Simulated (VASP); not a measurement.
Write the native input for VASP 6.6.1 that does the following.

* Task: single point
* Functional: LDA
* Potentials or basis: VASP PAW LDA potentials, release 64 (Ga_d)
* Cutoff: 520 eV
* k mesh: 10 × 10 × 8
* Occupations: fermi-dirac, width 0.05 eV
* Spin: no spin polarisation
* Dipole correction: no
* Further INCAR settings: ALGO = Fast; EDIFF = 1e-06; NBANDS = 20

The structure of Ga lies in POSCAR:

```
Ga
1.0
    1.4784385925     -4.1447261231      0.0000000000
    1.4784385925      4.1447261231      0.0000000000
    0.0000000000      0.0000000000      3.2321726471
Ga
2
Direct
    0.1330000000      0.8670000000      0.7500000000
    0.8670000000      0.1330000000      0.2500000000
```

This cell differs from its parent crystal: volume scaled by 1.06.

These files were run (other wordings do the same):

INCAR

```
  PREC = Accurate
  ENCUT = 520
  EDIFF = 1E-6
  ISMEAR = -1
  SIGMA = 0.05
  LREAL = F
  LASPH = T
  NELM = 100
  ALGO = Fast
  ISIF = 2
  LWAVE = F
  LCHARG = F
  GGA = CA
  NBANDS = 20
```

KPOINTS

```
Automatic mesh
0
Gamma
  10 10 8
```

Potentials or basis: VASP PAW LDA potentials, release 64 (Ga_d).

Run with:

```console
$ cat potpaw_LDA.64/Ga_d/POTCAR > POTCAR
$ mpirun -np 1 vasp_std > vasp.out
```

It gave:

```json
{
  "Pressure": "-6.2 GPa",
  "Largest force": "0.176 eV/Å",
  "Band gap on the k mesh": "zero (band 13 reaches 9.75 eV, above the bottom of band 14 at 0.93 eV)"
}
```

Wall time 96 s on 1 thread of Intel(R) Xeon(R) Platinum 8259CL CPU @ 2.50GHz (Skylake/Cascade Lake) (shared host), peak memory 0.22 GiB.
